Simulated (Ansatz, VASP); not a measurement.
## Two plane-wave programs on Rh

```
Rh
1.0
     2.90080    0.00000    0.00000
    -1.45040    2.00589    0.00000
     0.00000    0.00000    8.98496
Rh
4
Direct
  0.00000 0.00000 0.00000
  0.33333 0.66667 0.25000
  0.00000 0.00000 0.50000
  0.66667 0.33333 0.75000
```

Change from the starting cell: strain +e along x and -e along y +0.1100, strain +e along z and -e/2 along x and y +0.0367.

Alike in both runs: task single point; functional LDA; k mesh 18 × 18 × 6; occupations gaussian, width 0.15 eV; no spin polarisation.

```csv
,VASP,Ansatz
version,VASP 6.6.1,Ansatz 0.2.0
potentials or method,"VASP PAW LDA potentials, release 64 (Rh_pv), cutoff 520 eV","scalar-relativistic, plane waves, PAW"
valence electrons in the cell,60,68
```

```tsv
	VASP	Ansatz	Ansatz less VASP
gap on the k mesh at the Fermi level (eV)	none	none	-
pressure (GPa)	17.6	16.5	-1.01
traceless stress, the component that is largest in VASP (GPa)	42.51	42.40	-0.110
rms of the force components (eV/Å)	0.213	0.210	-0.0025
```

Ansatz warns that its potentials were made for another functional, while VASP's fit it. LDA's correlation is that of Perdew and Zunger in VASP and of Perdew and Wang (1992) in Ansatz. Atom by atom the forces differ by 0.003 eV/Å (rms over components). A gap of «none» marks a metal or a gap that the smearing closes. VASP's potentials hold 60 valence electrons a cell and Ansatz's 68, so a difference there can come from the potentials and not from the codes.
